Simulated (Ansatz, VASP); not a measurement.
**HfO2: VASP beside Ansatz**

INCAR

```
PREC = Accurate ; ENCUT = 600
EDIFF = 1E-6 ; ISMEAR = 0
SIGMA = 0.02 ; LREAL = F
LASPH = T ; NELM = 120
ALGO = Normal ; ISIF = 2
LWAVE = F ; LCHARG = T
GGA = PE ; LELF = T
LVHAR = T ; NBANDS = 18
GGA_COMPAT = F
```

The input KPOINTS:

```
Automatic mesh
0
Gamma
  6 6 6
```

The input POSCAR:

```
HfO2
1.0
    0.0000000000      2.5575000000      2.5575000000
    2.5575000000      0.0000000000      2.5575000000
    2.5575000000      2.5575000000      0.0000000000
Hf O
1 2
Direct
    0.0000000000      0.0000000000      0.0000000000
    0.2500000000      0.2500000000      0.2500000000
    0.7500000000      0.7500000000      0.7500000000
```

Input for Ansatz:

```yaml
crystal:
  lattice:
    - [0.0, 2.5575, 2.5575]
    - [2.5575, 0.0, 2.5575]
    - [2.5575, 2.5575, 0.0]
  atoms:
    - { symbol: Hf, position: [0.0, 0.0, 0.0] }
    - { symbol: O, position: [0.25, 0.25, 0.25] }
    - { symbol: O, position: [0.75, 0.75, 0.75] }
basis:
  ecutwfc: 650
kpoints:
  mp_grid: { grid: [6, 6, 6] }
hamiltonian:
  xc: pbe
scf:
  occupations: { method: gaussian, width: 0.02 }
output:
  forces: true
  stress: true
  eigenvalues: true
```

Alike in both runs: task single point; functional PBE; k mesh 6 × 6 × 6; occupations gaussian, width 0.02 eV; no spin polarisation.

```csv
,VASP,Ansatz
version,VASP 6.6.1,Ansatz 0.2.0
potentials or method,"VASP PAW PBE potentials, release 64 (Hf_pv, O), cutoff 600 eV","scalar-relativistic, plane waves, PAW"
valence electrons in the cell,22,38
```

|  | VASP | Ansatz | Ansatz less VASP |
| --- | --- | --- | --- |
| gap on the k mesh at the Fermi level (eV) | 3.73 | 3.72 | -0.009 |
| least direct gap on the mesh (eV) | 3.73 | 3.72 | -0.009 |
| pressure (GPa) | -6.2 | -2.5 | +3.71 |

VASP's potentials hold 22 valence electrons a cell and Ansatz's 38, so a difference there can come from the potentials and not from the codes.

Neither program's run includes spin-orbit coupling.
